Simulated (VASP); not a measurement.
## SnPb3O4: single point with PBE

The system is SnPb3O4.

```
Sn Pb O
1.0
     4.01268    0.00000    0.00000
     0.00000    4.01268    0.00000
     0.00000    0.00000   11.50495
Sn Pb O
1 3 4
Direct
  0.50000 0.50000 0.39472
  0.00000 0.00000 0.11353
  0.00000 0.00000 0.59670
  0.50000 0.50000 0.90325
  0.00000 0.50000 0.00665
  0.00000 0.50000 0.48924
  0.50000 0.00000 0.00665
  0.50000 0.00000 0.48924
```

```
Program             : VASP 6.6.1
Task                : single point
Functional          : PBE
Potentials or basis : VASP PAW PBE potentials, release 64 (Sn_d, Pb_d, O)
Cutoff              : 520 eV
k mesh              : 8 × 8 × 4
Occupations         : gaussian, width 0.02 eV
Spin                : no spin polarisation
```

| Item | Value |
| --- | --- |
| Pressure | -0.4 GPa |
| Largest force | 0.064 eV/Å |
| Band gap on the k mesh | 1.61 eV (least direct gap 1.65 eV) |

Forces in eV/Å, atoms in the order of the input:
```
Sn   0.000  0.000 -0.064
Pb   0.000  0.000  0.041
Pb   0.000  0.000  0.047
Pb   0.000  0.000 -0.037
O    0.000  0.000 -0.002
O    0.000  0.000  0.009
O    0.000  0.000 -0.002
O    0.000  0.000  0.009
```

Stress tensor (GPa, compression positive):
```
-0.38  0.00  0.00
 0.00 -0.38  0.00
 0.00  0.00 -0.29
```

Levels at points of the mesh, in eV from the valence-band top:
| k point | band 36 | band 37 | band 38 | band 39 | band 40 | band 41 | band 42 | band 43 | band 44 | band 45 |
| --- | --- | --- | --- | --- | --- | --- | --- | --- | --- | --- |
| (0.00, 0.00, 0.00) | -1.44 | -1.35 | -1.35 | -0.95 | 0.00 | 1.65 | 1.90 | 3.98 | 4.23 | 4.47 |
| (0.50, 0.00, 0.00) | -2.58 | -1.69 | -1.25 | -1.04 | -0.77 | 2.42 | 2.73 | 3.10 | 3.29 | 5.34 |
| (0.50, 0.50, 0.00) | -1.59 | -1.34 | -1.10 | -0.76 | -0.72 | 1.76 | 1.76 | 3.55 | 3.55 | 3.78 |
| (0.00, 0.00, 0.50) | -1.44 | -1.35 | -1.35 | -0.58 | -0.33 | 1.61 | 1.89 | 4.08 | 4.31 | 4.68 |
| (0.50, 0.00, 0.50) | -2.58 | -1.63 | -1.10 | -1.09 | -0.91 | 2.45 | 2.78 | 3.04 | 3.24 | 5.47 |
| (0.50, 0.50, 0.50) | -1.59 | -1.34 | -1.13 | -0.76 | -0.72 | 2.17 | 2.17 | 2.44 | 2.44 | 5.13 |

Wall time 13 min on 1 thread of Oxide Virtual Turin-like Processor, on a shared host, peak memory 0.46 GiB.

Caveat: spin-orbit coupling is left out, which moves the levels of the heavy elements. A k mesh can miss the band edges.
